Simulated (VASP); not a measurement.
# LiF (I4/mmm) in VASP: a series of runs

The runs below take LiF through single point, with r2SCAN.

Program: VASP 6.6.1. These are calculated values, not measurements. Logs are shortened: lines on timing, memory, paths and dates and some standing lists are left out, and cuts for length are marked.

**1. The cell of the first run**

Symmetry: I4/mmm, No. 139, tetragonal system. The conventional cell has a = 2.906 Å, b = 2.906 Å, c = 3.916 Å, α = 90.00°, β = 90.00°, γ = 90.00°. Li (site symmetry 4/mmm) has 6 F at 1.96 to 2.05 Å within 2.6 Å. Within 2.6 Å of F (site symmetry 4/mmm) lie 6 Li at 1.96 to 2.05 Å.

**2. Single point, r2SCAN (epitaxial xy strain +3.0%)**

File POSCAR:

```
LiF
1.0
    0.0000000000      2.0547178897      1.9579777610
    2.0547178897      0.0000000000      1.9579777610
    2.0547178897      2.0547178897      0.0000000000
Li F
1 1
Direct
    0.0000000000      0.0000000000      0.0000000000
    0.5000000000      0.5000000000      0.5000000000
```

File INCAR.step1:

```
SYSTEM = LiF
PREC = Accurate
ENCUT = 520
ISMEAR = 0
SIGMA = 0.01
LREAL = .FALSE.
LASPH = .TRUE.
NELM = 80
NBANDS = 12
GGA = PE
ALGO = Normal
EDIFF = 1E-4
LWAVE = .TRUE.
LCHARG = .FALSE.
```

File INCAR.step2:

```
SYSTEM = LiF
PREC = Accurate
ENCUT = 520
EDIFF = 1E-6
ISMEAR = 0
SIGMA = 0.01
LREAL = .FALSE.
LASPH = .TRUE.
NELM = 80
ALGO = Normal
ISIF = 2
LWAVE = .FALSE.
LCHARG = .TRUE.
METAGGA = R2SCAN
LMIXTAU = .TRUE.
LELF = .TRUE.
LVHAR = .TRUE.
NBANDS = 12
ISTART = 1
```

File KPOINTS:

```
Automatic mesh
0
G
  10 10 10
  0 0 0
```

Potentials or basis: VASP PAW PBE potentials, release 64 (Li_sv, F).

Launch:

```
$ cat potpaw_PBE.64/Li_sv/POTCAR potpaw_PBE.64/F/POTCAR > POTCAR
$ cp INCAR.step1 INCAR
$ mpirun -np 1 vasp_std > vasp.out
$ cp INCAR.step2 INCAR
$ mpirun -np 1 vasp_std > vasp.out
```

OUTCAR:

```text
SYSTEM = LiF
   PREC = Accurate
   ENCUT = 520
   EDIFF = 1E-6
   ISMEAR = 0
   LREAL = .FALSE.
   LASPH = .TRUE.
   NELM = 80
   ISIF = 2
   METAGGA = R2SCAN
   ISTART = 1

 ion  position               nearest neighbor table
   1  0.000  0.000  0.000-   2 1.96   2 1.96   2 2.05   2 2.05   2 2.05   2 2.05
   2  0.500  0.500  0.500-   1 1.96   1 1.96   1 2.05   1 2.05   1 2.05   1 2.05

  LATTYP: Found a body centered tetragonal cell.
 ALAT       =     2.9058099065
 C/A-ratio  =     1.3476296276

  Lattice vectors:

 A1 = (   0.0000000000,  -2.0547178897,  -1.9579777610)
 A2 = (   0.0000000000,   2.0547178897,  -1.9579777610)
 A3 = (   2.0547178897,   0.0000000000,   1.9579777610)

Analysis of symmetry for initial positions (statically):
=====================================================================
 Subroutine PRICEL returns:
 Original cell was already a primitive cell.

 Routine SETGRP: Setting up the symmetry group for a
 body centered tetragonal supercell.

 Subroutine GETGRP returns: Found 16 space group operations
 (whereof 16 operations were pure point group operations)
 out of a pool of 16 trial point group operations.

The static configuration has the point symmetry D_4h.

Analysis of symmetry for dynamics (positions and initial velocities):
=====================================================================
 Subroutine PRICEL returns:
 Original cell was already a primitive cell.

 Routine SETGRP: Setting up the symmetry group for a
 body centered tetragonal supercell.

 Subroutine GETGRP returns: Found 16 space group operations
 (whereof 16 operations were pure point group operations)
 out of a pool of 16 trial point group operations.

The dynamic configuration has the point symmetry D_4h.

 Subroutine INISYM returns: Found 16 space group operations
 (whereof 16 operations are pure point group operations),
 and found     1 'primitive' translations

----------------------------------------------------------------------------------------

                                     Primitive cell

  volume of cell :      16.5326

  direct lattice vectors                    reciprocal lattice vectors
     0.000000000  2.054717890  1.957977761    -0.243342408  0.243342408  0.255365515
     2.054717890  0.000000000  1.957977761     0.243342408 -0.243342408  0.255365515
     2.054717890  2.054717890  0.000000000     0.243342408  0.243342408 -0.255365515

  length of vectors
     2.838228764  2.838228764  2.905809906     0.428535415  0.428535415  0.428535415

  position of ions in fractional coordinates (direct lattice)
     0.000000000  0.000000000  0.000000000
     0.500000000  0.500000000  0.500000000

  ion indices of the primitive-cell ions
   primitive index   ion index
                 1           1
                 2           2

----------------------------------------------------------------------------------------

 KPOINTS: Automatic mesh

Automatic generation of k-mesh.
 Grid dimensions read from file:
 generate k-points for:   10   10   10

 Generating k-lattice:

  Cartesian coordinates                     Fractional coordinates (reciprocal lattice)
    -0.024334241  0.024334241  0.025536552     0.100000000 -0.000000000  0.000000000
     0.024334241 -0.024334241  0.025536552    -0.000000000  0.100000000  0.000000000
     0.024334241  0.024334241 -0.025536552     0.000000000  0.000000000  0.100000000

  Length of vectors
     0.042853542  0.042853542  0.042853542

  Shift w.r.t. Gamma in fractional coordinates (k-lattice)
     0.000000000  0.000000000  0.000000000

 Subroutine IBZKPT returns following result:
 ===========================================

 Found    102 irreducible k-points:

 Following reciprocal coordinates:
            Coordinates               Weight
  0.000000  0.000000  0.000000      1.000000
  0.100000  0.000000  0.000000      8.000000
  0.200000  0.000000  0.000000      8.000000
  0.300000  0.000000  0.000000      8.000000
  0.400000  0.000000  0.000000      8.000000
  0.500000  0.000000  0.000000      4.000000
[... 16 lines left out ...]
  0.300000  0.300000  0.000000      2.000000
  0.400000  0.300000  0.000000      8.000000
 [... further k-points ...]
   k-points           NKPTS =    102   k-points in BZ     NKDIM =    102   number of bands    NBANDS=     12
   number of dos      NEDOS =    301   number of ions     NIONS =      2
   total plane-waves  NPLWV =  13824
   dimension x,y,z NGX =    24 NGY =   24 NGZ =   24
   dimension x,y,z NGXF=    48 NGYF=   48 NGZF=   48
   ions per type =               1   1
   NGX,Y,Z   is equivalent  to a cutoff of  14.06, 14.06, 13.73 a.u.
   NGXF,Y,Z  is equivalent  to a cutoff of  28.12, 28.12, 27.46 a.u.
 SYSTEM =  LiF
   PREC   = accura    normal or accurate (medium, high low for compatibility)
   ISTART =      1    job   : 0-new  1-cont  2-samecut
   ICHARG =      0    charge: 1-file 2-atom 10-const
   ISPIN  =      1    spin polarized calculation?
   LNONCOLLINEAR =      F non collinear calculations
   LSORBIT =      F    spin-orbit coupling
   LASPH  =      T    aspherical Exc in radial PAW
   ENCUT  =  520.0 eV  38.22 Ry    6.18 a.u.   5.28  5.28  5.40*2*pi/ulx,y,z
   NELM   =     80;   NELMIN=  2; NELMDL=  0     # of ELM steps
   EDIFF  = 0.1E-05   stopping-criterion for ELM
   LREAL  =      F    real-space projection
   EDIFFG = 0.1E-04   stopping-criterion for IOM
   NSW    =      0    number of steps for IOM
   IBRION =     -1    ionic relax: 0-MD 1-quasi-New 2-CG
   NFREE  =      0    steps in history (QN), initial steepest desc. (CG)
   ISIF   =      2    stress and relaxation
   ISYM   =      2    0-nonsym 1-usesym 2-fastsym
   POTIM  = 0.5000    time-step for ionic-motion
   TEBEG  =    0.0;   TEEND  =   0.0 temperature during run
   PSTRESS=    0.0 pullay stress
   NELECT =      10.0000    total number of electrons
   NUPDOWN=      -1.0000    fix difference up-down
   EMIN   =  10.00;   EMAX   =-10.00  energy-range for DOS
   EFERMI =   0.00;   METHOD = LEGACY
   ISMEAR =     0;   SIGMA  =   0.01  broadening in eV -4-tet -1-fermi 0-gaus
   EFERMI_NEDOS =   21; number of points for ismear=-14 and -15
   IALGO  =     38    algorithm
   IMIX   =      4    mixing-type and parameters
     AMIX     =   0.40;   BMIX     =  1.00
     AMIX_MAG =   1.60;   BMIX_MAG =  1.00
  volume/ion in A,a.u.               =       8.27        55.78
  Fermi-wavevector in a.u.,A,eV,Ry     =   1.384504  2.616333 26.080333  1.916850
  Thomas-Fermi vector in A             =   2.509002
   LORBIT       =      0    0 simple, 1 ext, 2 COOP (PROOUT), +10 PAW based schemes
   METAGGA = R2SCAN    functional components
   LHFCALC =     F    Hartree Fock is set to
   AEXX    =    0.0000 exact exchange contribution
   IVDW    =     0    specifies the selected vdW correction
   LEPSILON=     F    determine dielectric tensor
   LRPA    =     F    only Hartree local field effects (RPA)
 non-spin polarized calculation
 Gauss-broadening in eV      SIGMA  =   0.01
  energy-cutoff  :      520.00
  volume of cell :       16.53
 maximum number of plane-waves:       463
 NGX is ok and might be reduce to    24
   NGX = 11   NGY = 11   NGZ = 11

 number of electron       9.9999990 magnetization

 Free energy of the ion-electron system (eV)
  ---------------------------------------------------
  ext. energy  EPLUGINS =         0.00000000
  ---------------------------------------------------
  free energy    TOTEN  =       -11.88921889 eV

  energy without entropy =      -11.88921889  energy(sigma->0) =      -11.88921889

 E-fermi :  -1.6208     XC(G=0): -10.4780

 val. band max:       -1.6746771440   @ k =   0.0000   0.0000   0.0000
 cond. band min:       8.4271501816   @ k =   0.0000   0.0000   0.0000
 fundamental gap:     10.1018273256
 Fermi energy:        -1.6208430330

 k-point     1 :       0.0000    0.0000    0.0000
  band No.  band energies     occupation
      1     -43.7956      2.00000
      2     -22.7771      2.00000
      3      -1.8023      2.00000
      4      -1.6747      2.00000
      5      -1.6747      2.00000
      6       8.4272      0.00000
      7      23.5546      0.00000
      8      23.5547      0.00000
      9      23.7942      0.00000
     10      23.7951      0.00000
     11      23.9373      0.00000
     12      25.0737      0.00000

 k-point     2 :       0.1000    0.0000    0.0000
  band No.  band energies     occupation
      1     -43.7905      2.00000
      2     -22.7413      2.00000
      3      -2.0070      2.00000
      4      -1.7600      2.00000
      5      -1.7070      2.00000
      6       8.7122      0.00000
      7      20.8043      0.00000
      8      22.1745      0.00000
      9      22.9460      0.00000
     10      24.8500      0.00000
     11      24.9601      0.00000
     12      25.6235      0.00000

 k-point     3 :       0.2000    0.0000    0.0000
  band No.  band energies     occupation
      1     -43.7768      2.00000
      2     -22.6446      2.00000
      3      -2.6615      2.00000
      4      -1.8092      2.00000
      5      -1.7902      2.00000
      6       9.3499      0.00000
      7      18.2822      0.00000
      8      20.5813      0.00000
      9      21.5455      0.00000
     10      26.0266      0.00000
     11      26.1569      0.00000
     12      26.6598      0.00000
[... 286 lines left out ...]
 k-point    23 :       0.3000    0.3000    0.0000
  band No.  band energies     occupation
      1     -43.7455      2.00000
      2     -22.3744      2.00000
      3      -3.5222      2.00000
      4      -2.4182      2.00000
      5      -2.4182      2.00000
      6      11.8373      0.00000
      7      16.8113      0.00000
      8      19.2125      0.00000
      9      19.6884      0.00000
     10      19.6888      0.00000
     11      33.3948      0.00000
     12      34.8401      0.00000

 k-point    24 :       0.4000    0.3000    0.0000
  band No.  band energies     occupation
      1     -43.7352      2.00000
      2     -22.2647      2.00000
      3      -3.9469      2.00000
      4      -2.6250      2.00000
      5      -2.5352      2.00000
      6      12.7450      0.00000
      7      15.7378      0.00000
      8      18.6348      0.00000
      9      19.4671      0.00000
     10      20.4632      0.00000
     11      34.0100      0.00000
     12      34.0831      0.00000

 [... further k-points ...]
[... 5 lines left out ...]
  --------------------------------------------------------------------------------------
  -------------------------------------------------------------------------------------
  Total       -0.4920959     -0.4920959     -0.0678360      0.0000000      0.0000000      0.0000000
  in kB      -47.6890000    -47.6890000     -6.5739847      0.0000000      0.0000000      0.0000000
  external PRESSURE =     -33.9839949 kB  Pullay stress =       0.0000000 kB

 VOLUME and BASIS-vectors are now :
 -----------------------------------------------------------------------------
  energy-cutoff  :      520.00
  volume of cell :       16.53
      direct lattice vectors                 reciprocal lattice vectors
     0.000000000  2.054717890  1.957977761    -0.243342408  0.243342408  0.255365515
     2.054717890  0.000000000  1.957977761     0.243342408 -0.243342408  0.255365515
     2.054717890  2.054717890  0.000000000     0.243342408  0.243342408 -0.255365515

 POSITION                                       TOTAL-FORCE (eV/Angst)
 -----------------------------------------------------------------------------------
      0.00000      0.00000      0.00000        -0.000000     -0.000000      0.000000
      2.05472      2.05472      1.95798         0.000000      0.000000     -0.000000
 -----------------------------------------------------------------------------------
    total drift:                               -0.000000     -0.000000      0.000000

  FREE ENERGIE OF THE ION-ELECTRON SYSTEM (eV)
  ---------------------------------------------------
  free  energy   TOTEN  =       -11.8892188935 eV

  energy  without entropy=      -11.8892188935  energy(sigma->0) =      -11.88921889
```

It took 53 s on 1 thread of Intel Xeon Platinum 8488C (Sapphire Rapids), shared host; peak memory 0.14 GiB.

What came out:

```
Free energy            : -11.8892 eV
Band gap on the k mesh : 10.10 eV, direct
```

Levels at points of the mesh, in eV from the valence-band top:
```
           k point  band 1  band 2  band 3  band 4  band 5  band 6  band 7  band 8  band 9  band 10
(0.00, 0.00, 0.00)  -42.12  -21.10   -0.13    0.00    0.00   10.10   25.23   25.23   25.47    25.47
(0.50, 0.00, 0.00)  -42.07  -20.70   -2.49   -0.32   -0.23   11.73   17.94   19.84   20.81    31.78
(0.50, 0.50, 0.00)  -42.05  -20.41   -2.96   -1.12   -1.12   16.54   16.90   18.99   21.27    21.27
(0.50, 0.00, 0.50)  -42.06  -20.47   -3.00   -1.13   -0.83   15.60   17.60   18.90   21.59    22.42
```

Caveat: the cell differs from its parent crystal (epitaxial xy strain +3.0%); the cutoff is under 1.25 times the usual one of these potentials, so pressure, stress and relaxed cells hold a basis-set (Pulay) error; the PAW data sets were made with another functional, which shifts forces and pressure a little. A k mesh can miss the band edges.

**3. Single point, r2SCAN (epitaxial xy strain +4.0%)**

File POSCAR:

```
LiF
1.0
    0.0000000000      2.0746666070      1.9468324740
    2.0746666070      0.0000000000      1.9468324740
    2.0746666070      2.0746666070      0.0000000000
Li F
1 1
Direct
    0.0000000000      0.0000000000      0.0000000000
    0.5000000000      0.5000000000      0.5000000000
```

File INCAR.step1:

```
SYSTEM = LiF
PREC = Accurate
ENCUT = 520
ISMEAR = 0
SIGMA = 0.01
LREAL = .False.
LASPH = .True.
NELM = 80
NBANDS = 12
GGA = PE
ALGO = Normal
EDIFF = 1E-4
LWAVE = .True.
LCHARG = .False.
```

File INCAR.step2:

```
SYSTEM = LiF
PREC = Accurate
ENCUT = 520
EDIFF = 1E-6
ISMEAR = 0
SIGMA = 0.01
LREAL = .False.
LASPH = .True.
NELM = 80
ALGO = Normal
ISIF = 2
LWAVE = .False.
LCHARG = .False.
METAGGA = R2SCAN
LMIXTAU = .True.
NBANDS = 12
ISTART = 1
```

File KPOINTS:

```
regular mesh
0
Gamma
  10 10 10
  0 0 0
```

Potentials or basis: VASP PAW PBE potentials, release 64 (Li_sv, F).

Launch:

```
$ cat potpaw_PBE.64/Li_sv/POTCAR potpaw_PBE.64/F/POTCAR > POTCAR
$ cp INCAR.step1 INCAR
$ mpirun -np 1 vasp_std > vasp.out
$ cp INCAR.step2 INCAR
$ mpirun -np 1 vasp_std > vasp.out
```

Wall time 61 s (1 thread of Intel Xeon Platinum 8488C (Sapphire Rapids), shared host); peak memory 0.14 GiB.

It converged, with:

```
Free energy            : -11.8798 eV
Band gap on the k mesh : 9.95 eV, direct
```

Levels at points of the mesh, in eV from the valence-band top:
```
           k point  band 2  band 3  band 4  band 5  band 6  band 7  band 8  band 9
(0.00, 0.00, 0.00)  -21.08   -0.17    0.00    0.00    9.95   25.07   25.07   25.14
(0.50, 0.00, 0.00)  -20.69   -2.46   -0.34   -0.23   11.64   17.75   19.58   20.85
(0.50, 0.50, 0.00)  -20.40   -2.91   -1.14   -1.14   16.60   16.69   18.85   20.95
(0.50, 0.00, 0.50)  -20.47   -2.96   -1.16   -0.77   15.37   17.61   18.69   21.38
```

Caveat: the cell differs from its parent crystal (epitaxial xy strain +4.0%); the cutoff is under 1.25 times the usual one of these potentials, so pressure, stress and relaxed cells hold a basis-set (Pulay) error; the PAW data sets were made with another functional, which shifts forces and pressure a little. A k mesh can miss the band edges.
